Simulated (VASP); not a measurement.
Crystal: HfN (CsCl type).

```
Hf N
1.0
     2.94216    0.00000    0.00000
     0.00000    2.94216    0.00000
     0.00000    0.00000    2.94216
Hf N
1 1
Direct
  0.00000 0.00000 0.00000
  0.50000 0.50000 0.50000
```

| Property | Result |
| --- | --- |
| Program | VASP 6.6.1 |
| Task | relaxation of cell and atoms |
| Functional | PBE |
| Potentials or basis | VASP PAW PBE potentials, release 64 (Hf_pv, N) |
| Cutoff | 600 eV |
| k mesh | 14 × 14 × 14 |
| Occupations | fermi-dirac, width 0.05 eV |
| Spin | no spin polarisation |

At the start: pressure -23.9 GPa; volume 12.73 Å³/atom.

Task: How do energy, volume and symmetry change on relaxing?

Result: Over 7 steps the energy falls by 133.6 meV/atom and the volume is 11.14 Å³/atom (-12.5 %); space group Pm-3m (No. 221, to 0.05 Å).

The path:
```
step  energy change (eV)  largest force (eV/Å)  pressure (GPa)  volume (Å³)
   1              0.0000                0.0000          -23.85        25.47
   2              0.1757                0.0000           51.11        19.10
   3             -0.2668                0.0000           -1.10        22.38
   4             -0.2671                0.0000           -0.18        22.30
   5             -0.2671                0.0000            0.47        22.24
   6             -0.2671                0.0000           -0.53        22.33
   7             -0.2672                0.0000            0.00        22.28
```

Final structure:
```
CELL_PARAMETERS angstrom
2.81393 0.00000 0.00000
0.00000 2.81393 0.00000
0.00000 0.00000 2.81393
ATOMIC_POSITIONS crystal
Hf 0.00000 0.00000 0.00000
N 0.50000 0.50000 0.50000
```
